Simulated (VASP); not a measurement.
# Al12O in VASP: relaxation of the atoms with LDA

Aim: the relaxation of the atoms of Al12O with LDA.

Program: VASP 6.6.1. These are calculated values, not measurements. Logs are shortened: lines on timing, memory, paths and dates and some standing lists are left out, and cuts for length are marked.

**1. The cell of the first run**

The cell holds a slab with vacuum, 13 atoms: a = 5.634 Å, b = 5.634 Å, c = 19.604 Å, α = 90.00°, β = 90.00°, γ = 90.00°.

**2. Relaxation of the atoms, LDA**

INCAR

```
SYSTEM = Al12O
ALGO = Fast
DIPOL = 0.5 0.5 0.321
EDIFF = 1E-6
EDIFFG = -0.025
ENCUT = 520
IBRION = 2
IDIPOL = 3
ISIF = 2
ISMEAR = 0
LASPH = .True.
LCHARG = .False.
LDIPOL = .True.
LREAL = .False.
LWAVE = .False.
NELM = 80
NSW = 36
PREC = Accurate
SIGMA = 0.1
```

KPOINTS

```
k-points
0
Gamma
  5 5 1
  0 0 0
```

POSCAR

```
Al12O
1.0
    5.6336864732      0.0000000000      0.0000000000
    0.0000000000      5.6336864732      0.0000000000
    0.0000000000      0.0000000000     19.6042971194
Al O
12 1
Selective dynamics
Direct
    0.2500000000      0.2500000000      0.2040368994  F F F
    0.2500000000      0.7500000000      0.2040368994  F F F
    0.7500000000      0.2500000000      0.2040368994  F F F
    0.7500000000      0.7500000000      0.2040368994  F F F
    0.0000000000      0.0000000000      0.3086956408  F F F
    0.0000000000      0.5000000000      0.3086956408  F F F
    0.5000000000      0.0000000000      0.3086956408  F F F
    0.5000000000      0.5000000000      0.3086956408  F F F
    0.2500000000      0.2500000000      0.4133939141  F F F
    0.2500000000      0.7500000000      0.4133939141  F F F
    0.7500000000      0.2500000000      0.4133939141  F F F
    0.7500000000      0.7500000000      0.4133939141  F F F
    0.4166666667      0.4166666667      0.4661859167  F F T
```

Potentials or basis: VASP PAW LDA potentials, release 64 (Al, O).

The run is started by

```sh
> cat potpaw_LDA.64/Al/POTCAR potpaw_LDA.64/O/POTCAR > POTCAR
> mpirun -np 1 vasp_std > vasp.out
```

OUTCAR:

```text
SYSTEM = Al12O
   EDIFF = 1E-6
   EDIFFG = -0.025
   ENCUT = 520
   IBRION = 2
   ISIF = 2
   ISMEAR = 0
   LASPH = .True.
   LREAL = .False.
   NELM = 80
   NSW = 36
   PREC = Accurate

 ion  position               nearest neighbor table
   1  0.250  0.250  0.204-   2 2.82   3 2.82   2 2.82   3 2.82   7 2.86   8 2.86   5 2.86   6 2.86

   2  0.250  0.750  0.204-   1 2.82   4 2.82   1 2.82   4 2.82   7 2.86   8 2.86   5 2.86   6 2.86

   3  0.750  0.250  0.204-   1 2.82   4 2.82   4 2.82   1 2.82   7 2.86   8 2.86   5 2.86   6 2.86
[... 4 lines left out ...]
                            11 2.86  12 2.86   9 2.86  10 2.86
   6  0.000  0.500  0.309-   5 2.82   8 2.82   5 2.82   8 2.82   1 2.86   2 2.86   3 2.86   4 2.86
                            11 2.86  12 2.86   9 2.86  10 2.86
   7  0.500  0.000  0.309-   5 2.82   8 2.82   8 2.82   5 2.82   1 2.86   2 2.86   3 2.86   4 2.86
                            11 2.86  12 2.86   9 2.86  10 2.86
   8  0.500  0.500  0.309-   6 2.82   7 2.82   7 2.82   6 2.82   1 2.86   2 2.86   3 2.86   4 2.86
                            11 2.86  12 2.86   9 2.86  10 2.86
   9  0.250  0.250  0.413-  13 1.68  11 2.82  10 2.82  10 2.82  11 2.82   6 2.86   7 2.86   8 2.86
                             5 2.86
  10  0.250  0.750  0.413-  13 2.34  12 2.82   9 2.82   9 2.82  12 2.82   6 2.86   7 2.86   8 2.86
                             5 2.86
  11  0.750  0.250  0.413-  13 2.34  12 2.82   9 2.82  12 2.82   9 2.82   6 2.86   7 2.86   8 2.86
                             5 2.86
  12  0.750  0.750  0.413-  10 2.82  11 2.82  11 2.82  10 2.82   5 2.86   6 2.86   7 2.86   8 2.86

  13  0.417  0.417  0.466-   9 1.68  10 2.34  11 2.34

  LATTYP: Found a simple tetragonal cell.
 ALAT       =     5.6336864732
 C/A-ratio  =     3.4798346008

  Lattice vectors:

 A1 = (   5.6336864732,   0.0000000000,   0.0000000000)
 A2 = (   0.0000000000,   5.6336864732,   0.0000000000)
 A3 = (   0.0000000000,   0.0000000000,  19.6042971194)

Analysis of symmetry for initial positions (statically):
=====================================================================
 Subroutine PRICEL returns:
 Original cell was already a primitive cell.

 Routine SETGRP: Setting up the symmetry group for a
 simple tetragonal supercell.

 Subroutine GETGRP returns: Found  2 space group operations
 (whereof  2 operations were pure point group operations)
 out of a pool of 16 trial point group operations.

The static configuration has the point symmetry C_1h.

Analysis of symmetry for dynamics (positions and initial velocities):
=====================================================================
 Subroutine PRICEL returns:
 Original cell was already a primitive cell.

 Routine SETGRP: Setting up the symmetry group for a
 simple tetragonal supercell.

 Subroutine GETGRP returns: Found  2 space group operations
 (whereof  2 operations were pure point group operations)
 out of a pool of 16 trial point group operations.

The dynamic configuration has the point symmetry C_1h.

Analysis of constrained symmetry for selective dynamics:
=====================================================================
 Subroutine PRICEL returns:
 Original cell was already a primitive cell.

 Routine SETGRP: Setting up the symmetry group for a
 simple tetragonal supercell.

 Subroutine GETGRP returns: Found  2 space group operations
 (whereof  2 operations were pure point group operations)
 out of a pool of 16 trial point group operations.

The constrained configuration has the point symmetry C_1h.

 Subroutine INISYM returns: Found  2 space group operations
 (whereof  2 operations are pure point group operations),
 and found     1 'primitive' translations

----------------------------------------------------------------------------------------

                                     Primitive cell

  volume of cell :     622.2095

  direct lattice vectors                    reciprocal lattice vectors
     5.633686473  0.000000000  0.000000000     0.177503666  0.000000000  0.000000000
     0.000000000  5.633686473  0.000000000     0.000000000  0.177503666  0.000000000
     0.000000000  0.000000000 19.604297119     0.000000000  0.000000000  0.051009225

  length of vectors
     5.633686473  5.633686473 19.604297119     0.177503666  0.177503666  0.051009225

  position of ions in fractional coordinates (direct lattice)
[... 44 lines left out ...]

  Length of vectors
     0.035500733  0.035500733  0.051009225

  Shift w.r.t. Gamma in fractional coordinates (k-lattice)
     0.000000000  0.000000000  0.000000000

 Subroutine IBZKPT returns following result:
 ===========================================

 Found      9 irreducible k-points:

 Following reciprocal coordinates:
            Coordinates               Weight
  0.000000  0.000000  0.000000      1.000000
  0.200000  0.000000  0.000000      4.000000
  0.400000  0.000000  0.000000      4.000000
  0.200000  0.200000  0.000000      2.000000
 -0.200000  0.200000  0.000000      2.000000
  0.400000  0.200000  0.000000      4.000000
 -0.200000  0.400000  0.000000      4.000000
  0.400000  0.400000  0.000000      2.000000
 -0.400000  0.400000  0.000000      2.000000
   k-points           NKPTS =      9   k-points in BZ     NKDIM =      9   number of bands    NBANDS=     28
   number of dos      NEDOS =    301   number of ions     NIONS =     13
   total plane-waves  NPLWV = 264600
   dimension x,y,z NGX =    42 NGY =   42 NGZ =  150
   dimension x,y,z NGXF=    84 NGYF=   84 NGZF=  300
   ions per type =              12   1
   NGX,Y,Z   is equivalent  to a cutoff of  12.39, 12.39, 12.72 a.u.
   NGXF,Y,Z  is equivalent  to a cutoff of  24.79, 24.79, 25.44 a.u.
 SYSTEM =  Al12O
   PREC   = accura    normal or accurate (medium, high low for compatibility)
   ISTART =      0    job   : 0-new  1-cont  2-samecut
   ICHARG =      2    charge: 1-file 2-atom 10-const
   ISPIN  =      1    spin polarized calculation?
   LNONCOLLINEAR =      F non collinear calculations
   LSORBIT =      F    spin-orbit coupling
   LASPH  =      T    aspherical Exc in radial PAW
   ENCUT  =  520.0 eV  38.22 Ry    6.18 a.u.  10.47 10.47 36.45*2*pi/ulx,y,z
   NELM   =     80;   NELMIN=  2; NELMDL= -5     # of ELM steps
   EDIFF  = 0.1E-05   stopping-criterion for ELM
   LREAL  =      F    real-space projection
   EDIFFG = -.3E-01   stopping-criterion for IOM
   NSW    =     36    number of steps for IOM
   IBRION =      2    ionic relax: 0-MD 1-quasi-New 2-CG
   NFREE  =      1    steps in history (QN), initial steepest desc. (CG)
   ISIF   =      2    stress and relaxation
   ISYM   =      2    0-nonsym 1-usesym 2-fastsym
   POTIM  = 0.5000    time-step for ionic-motion
   TEBEG  =    0.0;   TEEND  =   0.0 temperature during run
   PSTRESS=    0.0 pullay stress
   NELECT =      42.0000    total number of electrons
   NUPDOWN=      -1.0000    fix difference up-down
   EMIN   =  10.00;   EMAX   =-10.00  energy-range for DOS
   EFERMI =   0.00;   METHOD = LEGACY
   ISMEAR =     0;   SIGMA  =   0.10  broadening in eV -4-tet -1-fermi 0-gaus
   EFERMI_NEDOS =   21; number of points for ismear=-14 and -15
   IALGO  =     68    algorithm
   IMIX   =      4    mixing-type and parameters
     AMIX     =   0.40;   BMIX     =  1.00
     AMIX_MAG =   1.60;   BMIX_MAG =  1.00
  volume/ion in A,a.u.               =      47.86       322.99
  Fermi-wavevector in a.u.,A,eV,Ry     =   0.666570  1.259635  6.045279  0.444315
  Thomas-Fermi vector in A             =   1.740912
   LORBIT       =      0    0 simple, 1 ext, 2 COOP (PROOUT), +10 PAW based schemes
   GGA     = CA    functional components
   LHFCALC =     F    Hartree Fock is set to
   AEXX    =    0.0000 exact exchange contribution
   IVDW    =     0    specifies the selected vdW correction
   LEPSILON=     F    determine dielectric tensor
   LRPA    =     F    only Hartree local field effects (RPA)
 conjugate gradient relaxation of ions
 non-spin polarized calculation
 RMM-DIIS sequential band-by-band and
 Gauss-broadening in eV      SIGMA  =   0.10
  energy-cutoff  :      520.00
  volume of cell :      622.21
 maximum number of plane-waves:     16799
 NGX is ok and might be reduce to    42
   NGX = 21   NGY = 21   NGZ = 73

 dipolmoment           0.000000      0.000000     -0.019300 electrons x Angstroem

--------------------------------------- Ionic step        1  -------------------------------------------

 number of electron      41.9999996 magnetization

 Free energy of the ion-electron system (eV)
  ---------------------------------------------------
  ext. energy  EPLUGINS =         0.00000000
  ---------------------------------------------------
  free energy    TOTEN  =       -54.41806804 eV

  energy without entropy =      -54.39443408  energy(sigma->0) =      -54.40625106

------------------------ aborting loop because EDIFF is reached ----------------------------------------

  FORCE on cell =-STRESS in cart. coord.  units (eV):
  Direction    XX          YY          ZZ          XY          YZ          ZX
  --------------------------------------------------------------------------------------
  -------------------------------------------------------------------------------------
  Total       -9.0675118     -9.0675118     -0.2882310      2.9414718      0.5509003      0.5509003
  in kB      -23.3486669    -23.3486669     -0.7421892      7.5742327      1.4185575      1.4185575
  external PRESSURE =     -15.8131744 kB  Pullay stress =       0.0000000 kB
[... 81 lines left out ...]
--------------------------------------- Ionic step        3  -------------------------------------------

 number of electron      41.9999994 magnetization

 dipolmoment           0.000000      0.000000      0.102796 electrons x Angstroem

 Free energy of the ion-electron system (eV)
  ---------------------------------------------------
  ext. energy  EPLUGINS =         0.00000000
  ---------------------------------------------------
  free energy    TOTEN  =       -54.41950592 eV

  energy without entropy =      -54.39605659  energy(sigma->0) =      -54.40778126

 E-fermi :  -0.6875     XC(G=0):  -4.3731

 val. band max:       -0.7005531965   @ k =   0.4000   0.0000   0.0000
 cond. band min:      -0.5934808560   @ k =   0.2000   0.0000   0.0000
 fundamental gap:      0.1070723405
 Fermi energy:        -0.6874617356

 k-point     1 :       0.0000    0.0000    0.0000
  band No.  band energies     occupation
      1     -18.8761      2.00000
      2     -11.0125      2.00000
      3      -8.7468      2.00000
      4      -6.8252      2.00000
      5      -6.7570      2.00000
      6      -6.5048      2.00000
[... 268 lines left out ...]
     27       1.2058      0.00000
     28       1.3724      0.00000

------------------------ aborting loop because EDIFF is reached ----------------------------------------

 vacuum level on the upper side and lower side of the slab       (xc-potential included)         0.280        -0.291

  FORCE on cell =-STRESS in cart. coord.  units (eV):
  Direction    XX          YY          ZZ          XY          YZ          ZX
  --------------------------------------------------------------------------------------
  -------------------------------------------------------------------------------------
  Total       -8.9172716     -8.9172716     -0.0230103      3.0992426      0.6716124      0.6716124
  in kB      -22.9618013    -22.9618013     -0.0592510      7.9804896      1.7293890      1.7293890
  external PRESSURE =     -15.3276179 kB  Pullay stress =       0.0000000 kB
[... 28 lines left out ...]
  FREE ENERGIE OF THE ION-ELECTRON SYSTEM (eV)
  ---------------------------------------------------
  free  energy   TOTEN  =       -54.4195059227 eV

  energy  without entropy=      -54.3960565938  energy(sigma->0) =      -54.40778126

 reached required accuracy - stopping structural energy minimisation

 vacuum level on the upper side and lower side of the slab         4.470         3.885
```

Wall time 5 min (1 thread of Oxide Virtual Turin-like, shared host); peak memory 0.44 GiB.

What came out:

* Free energy: -54.4195 eV
* Energy gained by relaxing: 0.1 meV/atom
* Ionic steps: 3
* Band gap on the k mesh: zero (bands 21 and 22 overlap by 0.85 eV)

Step by step:
```
step  energy change (eV)  largest force on free atoms (eV/Å)  pressure (GPa)
   1              0.0000                              0.1924           -1.58
   2             -0.0012                              0.0740           -1.55
   3             -0.0014                              0.0012           -1.53
```

Final structure:
```
Al O
1.0
     5.63369    0.00000    0.00000
     0.00000    5.63369    0.00000
     0.00000    0.00000   19.60430
Al O
12 1
Direct
  0.25000 0.25000 0.20404
  0.25000 0.75000 0.20404
  0.75000 0.25000 0.20404
  0.75000 0.75000 0.20404
  0.00000 0.00000 0.30870
  0.00000 0.50000 0.30870
  0.50000 0.00000 0.30870
  0.50000 0.50000 0.30870
  0.25000 0.25000 0.41339
  0.25000 0.75000 0.41339
  0.75000 0.25000 0.41339
  0.75000 0.75000 0.41339
  0.41667 0.41667 0.46540
```

The gap in the log of VASP goes by the Fermi energy; the results here count the filled bands.